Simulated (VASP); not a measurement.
# Si (a cell with a defect) in VASP: single point with PBE+D3(BJ)

Aim: the single point of Si (a cell with a defect) with PBE+D3(BJ).

All numbers are computed with VASP 6.6.1; they aren't measurements. Logs are shortened: lines on timing, memory, paths and dates and some standing lists are left out, and cuts for length are marked.

## (1) The cell of the first run

The cell holds a defect, 63 atoms: a = 10.860 Å, b = 10.860 Å, c = 10.860 Å, α = 90.00°, β = 90.00°, γ = 90.00°.

## (2) Single point, PBE+D3(BJ), collinear spin

INCAR reads:

```
ALGO = Normal ; EDIFF = 1E-7
ENCUT = 520 ; GGA = PE
ISIF = 2 ; ISMEAR = 0
ISPIN = 2 ; IVDW = 12
LASPH = True ; LCHARG = True
LELF = True ; LORBIT = 11
LREAL = Auto ; LVHAR = True
LWAVE = False ; MAGMOM = 0 0 0 0 0 0 0 0 0 0 0 0 0 0 0 0 0 0 0 0 0 0 0 0 0 0 0.11 0 0 0 0 0 0 0 0 0 0 0 0 0 0 0 0 0 0 0 0 0 0 0 0 0 0 0 0 0 0.1 0 0 0 0 0 0
NBANDS = 167 ; NELECT = 251.0
NELM = 150 ; PREC = Accurate
SIGMA = 0.05
```

KPOINTS reads:

```
k-points
0
Gamma
  1 1 1
```

POSCAR reads:

```
Si
1.0
   10.8600000000      0.0000000000      0.0000000000
    0.0000000000     10.8600000000      0.0000000000
    0.0000000000      0.0000000000     10.8600000000
Si
63
Direct
    0.4986261510      0.0016209945      0.0001753223
    0.6250712707      0.1238337937      0.1265566298
    0.7490313996      0.2486383057     -0.0007984346
    0.8853877532      0.3714205341      0.1141699816
    0.7511073665     -0.0026464088      0.2491001842
    0.8732029466      0.1237658379      0.3752919890
   -0.0000788214     -0.0005755064      0.0000373849
    0.1242149171      0.1239465930      0.1264954880
    0.2388493554      0.2611594843      0.0040443831
    0.3761662063      0.3754889503      0.1266753223
    0.5003503683      0.5000396869      0.0000347145
    0.6272098527      0.6237244936      0.1237723757
    0.7560720994      0.7436224678     -0.0015988950
    0.8763684162      0.8721639963      0.1235700737
    0.2515223757     -0.0002098527      0.2512173112
    0.3739975138      0.1258394107      0.3775207182
    0.5003682320      0.2478787293      0.2510065378
    0.6259571823      0.3746974217      0.3736895028
    0.7559668508      0.4983596685      0.2438380295
    0.8764169429      0.6234962247      0.3722697053
    0.5000437385      0.0000383978      0.5000950276
    0.6225247698      0.1259465009      0.6258663904
    0.7489251381      0.2483073665      0.4997127072
    0.8736529466      0.3753324125      0.6238853591
    0.7489348987     -0.0001638122      0.7483709024
    0.8736778085      0.1239061694      0.8754360037
    0.0652145488      0.4391528545     -0.0618004604
    0.1293659300      0.6123809392      0.1123121547
    0.2518796501      0.7513232965     -0.0004299263
    0.3760044199      0.8756045120      0.1268015654
    0.0004016575      0.2485489871      0.2509627993
    0.1250065378      0.3749496317      0.3752226519
    0.2518054328      0.4995034991      0.2512551565
    0.3760502762      0.6266344383      0.3755575506
    0.5021789134      0.7491099448      0.2491777164
    0.6249575506      0.8748348066      0.3747914365
    0.0001413444      0.0009897790      0.5010825046
    0.1233087477      0.1310063536      0.6310549724
    0.2485326888      0.2513424494      0.5024749540
    0.3677545120      0.3766906998      0.6319083794
    0.4983578269      0.4999755985      0.5019650092
    0.6250495396      0.6265326888      0.6237713628
    0.7510821363      0.7490694291      0.4973405157
    0.8730740331      0.8753455801      0.6237754144
    0.2485895948      0.0023058011      0.7512631676
    0.3681658379      0.1314214549      0.8765825967
    0.4971139042      0.2511750460      0.7511805709
    0.6242212707      0.3747572744      0.8747697053
    0.7490225599      0.4990883978      0.7485612339
    0.8854542357      0.6141172192      0.8712001842
    0.0018654696      0.7422590239      0.2423476980
    0.1247080110      0.8727518416      0.3726587477
   -0.0000174954      0.4999896869      0.4995770718
    0.1243420810      0.6266072744      0.6238689687
    0.2515575506      0.7511533149      0.4996053407
    0.3740158379      0.8773860037      0.6257368324
   -0.0033744936      0.2607524862      0.7608682320
    0.2382953039      0.5042057090      0.7618773481
    0.3762643646      0.6267956722      0.8754797422
    0.5004430939      0.7509509208      0.7479010129
    0.6261441989      0.8736124309      0.8745935543
    0.0004361878      0.7509917127      0.7484381215
    0.1250194291      0.8751994475      0.8749420810
```

Potentials or basis: VASP PAW PBE potentials, release 64 (Si).

Launch:

```
cat potpaw_PBE.64/Si/POTCAR > POTCAR
mpirun -np 1 vasp_gam > vasp.out
```

OUTCAR:

```text
EDIFF = 1E-7
   ENCUT = 520
   GGA = PE
   ISIF = 2
   ISMEAR = 0
   ISPIN = 2
   IVDW = 12
   LASPH = True
   LORBIT = 11
   LREAL = Auto
   NELECT = 251.0
   NELM = 150
   PREC = Accurate
 IVDW          = 12

 ion  position               nearest neighbor table
   1  0.499  0.002  0.000-   2 2.35  30 2.35  61 2.39  46 2.41
   2  0.625  0.124  0.127-  17 2.34   1 2.35   5 2.35   3 2.36
   3  0.749  0.249  0.999-  26 2.34   4 2.35  48 2.35   2 2.36
   4  0.885  0.371  0.114-   3 2.35  31 2.36  19 2.42  27 2.83
   5  0.751  0.997  0.249-  36 2.35   6 2.35   2 2.35  14 2.36
   6  0.873  0.124  0.375-  23 2.34   5 2.35  37 2.35  31 2.36
[... 18 lines left out ...]
  25  0.749  1.000  0.748-  44 2.34  22 2.35  61 2.35  26 2.36
  26  0.874  0.124  0.875-   3 2.34   7 2.35  57 2.35  25 2.36
  27  0.065  0.439  0.938-  28 2.76  58 2.77   9 2.79  50 2.82   4 2.83  57 2.83
  28  0.129  0.612  0.112-  29 2.36  33 2.36  51 2.43  27 2.76
  29  0.252  0.751  1.000-  59 2.34  63 2.35  28 2.36  30 2.36
  30  0.376  0.876  0.127-  15 2.34  35 2.35   1 2.35  29 2.36
  31  0.000  0.249  0.251-   8 2.34  32 2.35   4 2.36   6 2.36
  32  0.125  0.375  0.375-  53 2.35  39 2.35  31 2.35  33 2.35
  33  0.252  0.500  0.251-  10 2.34  32 2.35  28 2.36  34 2.36
[... 28 lines left out ...]
  62  0.000  0.751  0.748-  54 2.34  63 2.35  50 2.36  44 2.36
  63  0.125  0.875  0.875-  45 2.35   7 2.35  62 2.35  29 2.35

  LATTYP: Found a simple cubic cell.
 ALAT       =    10.8600000000

  Lattice vectors:

 A1 = (  10.8600000000,   0.0000000000,   0.0000000000)
 A2 = (   0.0000000000,  10.8600000000,   0.0000000000)
 A3 = (   0.0000000000,   0.0000000000,  10.8600000000)

Analysis of symmetry for initial positions (statically):
=====================================================================
 Subroutine PRICEL returns:
 Original cell was already a primitive cell.

 Routine SETGRP: Setting up the symmetry group for a
 simple cubic supercell.

 Subroutine GETGRP returns: Found  1 space group operations
 (whereof  1 operations were pure point group operations)
 out of a pool of 48 trial point group operations.

The static configuration has the point symmetry C_1 .

Analysis of symmetry for dynamics (positions and initial velocities):
=====================================================================
 Subroutine PRICEL returns:
 Original cell was already a primitive cell.

 Routine SETGRP: Setting up the symmetry group for a
 simple cubic supercell.

 Subroutine GETGRP returns: Found  1 space group operations
 (whereof  1 operations were pure point group operations)
 out of a pool of 48 trial point group operations.

The dynamic configuration has the point symmetry C_1 .

Analysis of structural, dynamic, and magnetic symmetry:
=====================================================================
 Subroutine PRICEL returns:
 Original cell was already a primitive cell.

 Routine SETGRP: Setting up the symmetry group for a
 simple cubic supercell.

 Subroutine GETGRP returns: Found  1 space group operations
 (whereof  1 operations were pure point group operations)
 out of a pool of 48 trial point group operations.

The overall configuration has the point symmetry C_1 .

 Subroutine INISYM returns: Found  1 space group operations
 (whereof  1 operations are pure point group operations),
 and found     1 'primitive' translations

----------------------------------------------------------------------------------------

                                     Primitive cell

  volume of cell :    1280.8241

  direct lattice vectors                    reciprocal lattice vectors
    10.860000000  0.000000000  0.000000000     0.092081031  0.000000000  0.000000000
     0.000000000 10.860000000  0.000000000     0.000000000  0.092081031  0.000000000
     0.000000000  0.000000000 10.860000000     0.000000000  0.000000000  0.092081031

  length of vectors
    10.860000000 10.860000000 10.860000000     0.092081031  0.092081031  0.092081031

[... 177 lines left out ...]
   NELM   =    150;   NELMIN=  2; NELMDL= -5     # of ELM steps
   EDIFF  = 0.1E-06   stopping-criterion for ELM
   LREAL  =      T    real-space projection
   EDIFFG = 0.1E-05   stopping-criterion for IOM
   NSW    =      0    number of steps for IOM
   IBRION =     -1    ionic relax: 0-MD 1-quasi-New 2-CG
   NFREE  =      0    steps in history (QN), initial steepest desc. (CG)
   ISIF   =      2    stress and relaxation
   ISYM   =      2    0-nonsym 1-usesym 2-fastsym
   POTIM  = 0.5000    time-step for ionic-motion
   TEBEG  =    0.0;   TEEND  =   0.0 temperature during run
   PSTRESS=    0.0 pullay stress
   NELECT =     251.0000    total number of electrons
   NUPDOWN=      -1.0000    fix difference up-down
   EMIN   =  10.00;   EMAX   =-10.00  energy-range for DOS
   EFERMI =   0.00;   METHOD = LEGACY
   ISMEAR =     0;   SIGMA  =   0.05  broadening in eV -4-tet -1-fermi 0-gaus
   EFERMI_NEDOS =   21; number of points for ismear=-14 and -15
   IALGO  =     38    algorithm
   IMIX   =      4    mixing-type and parameters
     AMIX     =   0.40;   BMIX     =  1.00
     AMIX_MAG =   1.60;   BMIX_MAG =  1.00
  volume/ion in A,a.u.               =      20.33       137.20
  Fermi-wavevector in a.u.,A,eV,Ry     =   0.950903  1.796946 12.302614  0.904217
  Thomas-Fermi vector in A             =   2.079323
   LORBIT       =     11    0 simple, 1 ext, 2 COOP (PROOUT), +10 PAW based schemes
   GGA     = PE    functional components
   LHFCALC =     F    Hartree Fock is set to
   AEXX    =    0.0000 exact exchange contribution
   IVDW    =    12    specifies the selected vdW correction
   LEPSILON=     F    determine dielectric tensor
   LRPA    =     F    only Hartree local field effects (RPA)
 spin polarized calculation
 Gauss-broadening in eV      SIGMA  =   0.05
  energy-cutoff  :      520.00
  volume of cell :     1280.82
 maximum number of plane-waves:     17229
 NGX is ok and might be reduce to    84
   NGX = 41   NGY = 41   NGZ = 41

 number of electron     250.9999987 magnetization       0.9676685

 Free energy of the ion-electron system (eV)
  ---------------------------------------------------
  ext. energy  EPLUGINS =         0.00000000
  ---------------------------------------------------
  free energy    TOTEN  =      -337.83483659 eV

  energy without entropy =     -337.80592641  energy(sigma->0) =     -337.82038150

 E-fermi :   6.1468     XC(G=0):  -9.3299

 val. band max:        6.1387408994   @ k =   0.0000   0.0000   0.0000
 cond. band min:       6.1562893602   @ k =   0.0000   0.0000   0.0000
 fundamental gap:      0.0175484608
 Fermi energy:         6.1467765088

 spin component 1

 k-point     1 :       0.0000    0.0000    0.0000
  band No.  band energies     occupation
      1      -6.1783      1.00000
      2      -5.1389      1.00000
      3      -5.1374      1.00000
      4      -5.1174      1.00000
      5      -5.1174      1.00000
      6      -5.0663      1.00000
[... 129 lines left out ...]
    136       6.8641      0.00000
    137       6.9152      0.00000
 Fermi energy:         6.1467765088

 spin component 2

 k-point     1 :       0.0000    0.0000    0.0000
  band No.  band energies     occupation
      1      -6.1659      1.00000
      2      -5.1253      1.00000
      3      -5.1221      1.00000
      4      -5.1059      1.00000
      5      -5.1056      1.00000
      6      -5.0591      1.00000
[... 129 lines left out ...]
    136       6.8777      0.00000
    137       6.9272      0.00000
 [bands above 137 left out]

------------------------ aborting loop because EDIFF is reached ----------------------------------------

 Edisp (eV)  -19.94114

 E6    (eV) :   -11.6763

 E8    (eV) :    -8.2649

  FORCE on cell =-STRESS in cart. coord.  units (eV):
  Direction    XX          YY          ZZ          XY          YZ          ZX
  --------------------------------------------------------------------------------------
  -------------------------------------------------------------------------------------
  Total     -15.18991   -15.45636   -15.59064     4.40205    -3.76897     4.21550
  in kB     -19.00100   -19.33430   -19.50227     5.50651    -4.71459     5.27316
  external pressure =      -19.28 kB  Pullay stress =        0.00 kB

 VOLUME and BASIS-vectors are now :
 -----------------------------------------------------------------------------
  energy-cutoff  :      520.00
  volume of cell :     1280.82
      direct lattice vectors                 reciprocal lattice vectors
    10.860000000  0.000000000  0.000000000     0.092081031  0.000000000  0.000000000
     0.000000000 10.860000000  0.000000000     0.000000000  0.092081031  0.000000000
     0.000000000  0.000000000 10.860000000     0.000000000  0.000000000  0.092081031

 POSITION                                       TOTAL-FORCE (eV/Angst)
 -----------------------------------------------------------------------------------
      5.41508      0.01760      0.00190        -0.000970     -0.000922      0.000853
      6.78827      1.34483      1.37440         0.000431      0.001652      0.000018
      8.13448      2.70021     10.85133        -0.003486     -0.001511     -0.003708
      9.61531      4.03363      1.23989        -0.011215     -0.006707      0.014502
      8.15703     10.83126      2.70523         0.001801     -0.002152     -0.004328
      9.48298      1.34410      4.07567         0.002439      0.002814     -0.000629
[... 55 lines left out ...]
      0.00474      8.15577      8.12804         0.002821      0.001212      0.001345
      1.35771      9.50467      9.50187        -0.000291     -0.000854      0.001033
 -----------------------------------------------------------------------------------
    total drift:                                0.004059      0.003764      0.011766

  FREE ENERGIE OF THE ION-ELECTRON SYSTEM (eV)
  ---------------------------------------------------
  free  energy   TOTEN  =      -357.7759799125 eV

  energy  without entropy=     -357.7470697323  energy(sigma->0) =     -357.76152482

 total charge

# of ion       s       p       d       tot
------------------------------------------
    1        0.745   0.927   0.000   1.672
    2        0.741   0.950   0.000   1.692
    3        0.741   0.953   0.000   1.694
    4        0.765   0.861   0.000   1.626
    5        0.739   0.953   0.000   1.693
    6        0.742   0.950   0.000   1.692
[... 55 lines left out ...]
   62        0.741   0.952   0.000   1.693
   63        0.738   0.958   0.000   1.696
--------------------------------------------------
tot         46.853  58.926   0.000 105.779

 magnetization (x)

# of ion       s       p       d       tot
------------------------------------------
    1        0.000   0.004   0.000   0.004
    2        0.000   0.006   0.000   0.006
    3        0.001   0.005   0.000   0.005
    4        0.007   0.027   0.000   0.034
    5        0.000   0.002   0.000   0.002
    6        0.000   0.006   0.000   0.006
[... 55 lines left out ...]
   62        0.001   0.004   0.000   0.005
   63       -0.000  -0.001   0.000  -0.001
--------------------------------------------------
tot          0.053   0.325   0.000   0.378
```

Wall time 14 min (1 thread of Intel Xeon Platinum 8259CL at 2.50GHz (Skylake/Cascade Lake), shared host); peak memory 1.5 GiB.

What came out:

- Free energy: -357.7760 eV
- Largest force: 0.028 eV/Å
- Net moment: 0.97 μB per cell
- Site moments: Si +0.00, +0.01, +0.03, -0.00, -0.01, +0.04 (each value once) μB
- Valence electrons inside the program's atomic spheres: Si 1.67, 1.69, 1.63, 1.70, 1.46 (each value once)
- Dispersion energy per atom: -0.317 eV

Forces on the atoms (eV/Å):
```
Si  -0.001 -0.001  0.001
Si   0.000  0.002  0.000
Si  -0.003 -0.002 -0.004
Si  -0.011 -0.007  0.015
Si   0.002 -0.002 -0.004
Si   0.002  0.003 -0.001
Si   0.001 -0.003  0.000
Si  -0.003 -0.001  0.002
Si   0.016 -0.015  0.011
Si   0.003  0.004  0.002
Si   0.006  0.000  0.000
Si   0.000 -0.004 -0.004
Si  -0.001  0.000  0.002
Si   0.003  0.002 -0.003
Si  -0.004  0.001 -0.005
Si  -0.002  0.003  0.001
Si  -0.003  0.002 -0.002
Si   0.003 -0.003 -0.001
Si  -0.001  0.003  0.000
Si   0.003 -0.003  0.002
Si   0.002  0.003  0.006
Si   0.000  0.003  0.004
Si   0.003  0.003  0.001
Si  -0.004  0.007 -0.004
Si   0.004  0.001  0.002
Si  -0.004 -0.004  0.007
Si   0.000  0.003  0.001
Si   0.007  0.016  0.015
Si  -0.001 -0.002 -0.006
Si  -0.001 -0.002  0.000
Si   0.003  0.000  0.003
Si   0.000  0.002 -0.002
Si  -0.002 -0.005 -0.002
Si  -0.002  0.001 -0.002
Si   0.001 -0.001 -0.002
Si   0.002  0.003  0.003
Si  -0.005 -0.001 -0.002
Si   0.009 -0.001 -0.002
Si  -0.005  0.002  0.001
Si  -0.001 -0.007  0.001
Si  -0.001  0.002 -0.001
Si   0.000  0.000  0.001
Si   0.001 -0.004 -0.002
Si   0.003 -0.002  0.002
Si  -0.004  0.000  0.003
Si  -0.001  0.002 -0.007
Si   0.000  0.004  0.004
Si   0.003  0.001  0.001
Si  -0.002 -0.003  0.000
Si  -0.011  0.015 -0.007
Si  -0.007  0.002  0.002
Si   0.004  0.001  0.002
Si   0.001  0.000 -0.005
Si  -0.004  0.000 -0.001
Si  -0.004 -0.005  0.000
Si  -0.002  0.001  0.003
Si  -0.011 -0.018 -0.019
Si   0.013  0.010 -0.015
Si   0.002  0.001  0.005
Si  -0.003 -0.002  0.002
Si   0.002 -0.001 -0.002
Si   0.003  0.001  0.001
Si   0.000 -0.001  0.001
```

Levels at points of the mesh, in eV from the Fermi level:
Spin up:
| k point | band 123 | band 124 | band 125 | band 126 | band 127 | band 128 | band 129 | band 130 |
| --- | --- | --- | --- | --- | --- | --- | --- | --- |
| (0.00, 0.00, 0.00) | -0.93 | -0.92 | -0.68 | -0.01 | 0.01 | 0.19 | 0.27 | 0.27 |
Spin down:
| k point | band 123 | band 124 | band 125 | band 126 | band 127 | band 128 |
| --- | --- | --- | --- | --- | --- | --- |
| (0.00, 0.00, 0.00) | -0.88 | -0.88 | -0.66 | 0.08 | 0.09 | 0.22 |

Caveat: the k points lie up to 0.58 Å⁻¹ apart; the cell carries a net charge on a neutralising background, which shifts energy and pressure; the cell is charged against a uniform background, so pressure and absolute levels hang on convention.
